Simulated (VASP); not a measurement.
Wanted: the native input for a VASP 6.6.1 run.

```yaml
Task: single point
Functional: LDA
Potentials_or_basis: VASP PAW LDA potentials, release 64 (Cu)
Cutoff: 520 eV
k_mesh: 21 × 21 × 12
Occupations: gaussian, width 0.15 eV
Spin: no spin polarisation
Dipole_correction: no
Further_INCAR_settings: ALGO = Fast; EDIFF = 1e-06; NBANDS = 18
```

The structure of Cu lies in POSCAR:

```
Cu
1.0
    2.5340966698      0.0000000000      0.0000000000
   -1.2670483349      2.1945920917      0.0000000000
    0.0000000000      0.0000000000      4.1948224200
Cu
2
Direct
    0.3333333333      0.6666666667      0.2500000000
    0.6666666667      0.3333333333      0.7500000000
```

This cell differs from its parent crystal: strain +0.0200 x Voigt [0, 0, 1, 0, 0, 0].

The input as run:

INCAR

```
SYSTEM = Cu
PREC     = Accurate       ! precision mode
ENCUT    = 520            ! plane-wave cutoff, eV
EDIFF    = 1E-6           ! SCF threshold, eV
ISMEAR   = 0              ! smearing method
SIGMA    = 0.15           ! smearing width, eV
LREAL    = .FALSE.        ! projectors in reciprocal space
LASPH    = .TRUE.         ! aspherical terms in the spheres
NELM     = 100            ! most SCF steps
ALGO     = Fast           ! electronic algorithm
ISIF     = 2              ! what is computed and relaxed
LWAVE    = .FALSE.        ! write WAVECAR
LCHARG   = .FALSE.        ! write CHGCAR
NBANDS   = 18             ! bands
```

KPOINTS

```
regular mesh
0
G
  21 21 12
  0 0 0
```

Potentials or basis: VASP PAW LDA potentials, release 64 (Cu).

Command:

```sh
$ cat potpaw_LDA.64/Cu/POTCAR > POTCAR
$ mpirun -np 1 vasp_std > vasp.out
```

It gave:

- Pressure: -9.7 GPa
- Band gap on the k mesh: zero (band 11 reaches 11.63 eV, above the bottom of band 12 at 5.49 eV)

Caveat: the cell differs from its parent crystal (strain +0.0200 x Voigt [0, 0, 1, 0, 0, 0]).

Wall time 58 s on 1 thread of Intel(R) Xeon(R) 6975P-C (Granite Rapids), with other jobs on the host, peak memory 0.21 GiB.
